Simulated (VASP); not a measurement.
# Cu2Pt: single point with r2SCAN

Crystal: Cu2Pt.

```
CELL_PARAMETERS angstrom
0.00000 3.35566 3.35566
3.35566 0.00000 3.35566
3.35566 3.35566 0.00000
ATOMIC_POSITIONS crystal
Cu 0.12500 0.12500 0.12500
Cu 0.62500 0.12500 0.12500
Cu 0.12500 0.12500 0.62500
Cu 0.12500 0.62500 0.12500
Pt 0.50000 0.50000 0.50000
Pt 0.75000 0.75000 0.75000
```

```
Program                : VASP 6.6.1
Task                   : single point
Functional             : r2SCAN
Potentials or basis    : VASP PAW PBE potentials, release 64 (Cu, Pt)
Cutoff                 : 520 eV
k mesh                 : 10 × 10 × 10
Occupations            : gaussian, width 0.1 eV
Spin                   : no spin polarisation
Dipole correction      : no
Further INCAR settings : ALGO = Normal; EDIFF = 1e-06; NBANDS = 41
```

* Pressure: 0.7 GPa
* Band gap on the k mesh: zero (bands 32 and 33 overlap by 1.37 eV)

Levels at points of the mesh, in eV from the Fermi level:
```tsv
k point	band 29	band 30	band 31	band 32	band 33	band 34	band 35	band 36
(0.00, 0.00, 0.00)	-1.28	-0.72	-0.72	-0.19	4.28	4.28	4.28	4.74
(0.50, 0.00, 0.00)	-1.33	-1.28	-0.62	-0.62	1.18	2.51	2.51	5.10
(0.50, 0.50, 0.00)	-0.90	-0.90	-0.81	-0.81	0.26	0.26	2.27	2.27
```

It took 10 min on 1 thread of AMD EPYC 7R43 64-Core Processor (Zen 3), with other jobs on the host, peak memory 0.26 GiB.

Caveat: the PAW data sets were made with another functional, which shifts forces and pressure a little; spin-orbit coupling is left out, which moves the levels of the heavy elements.
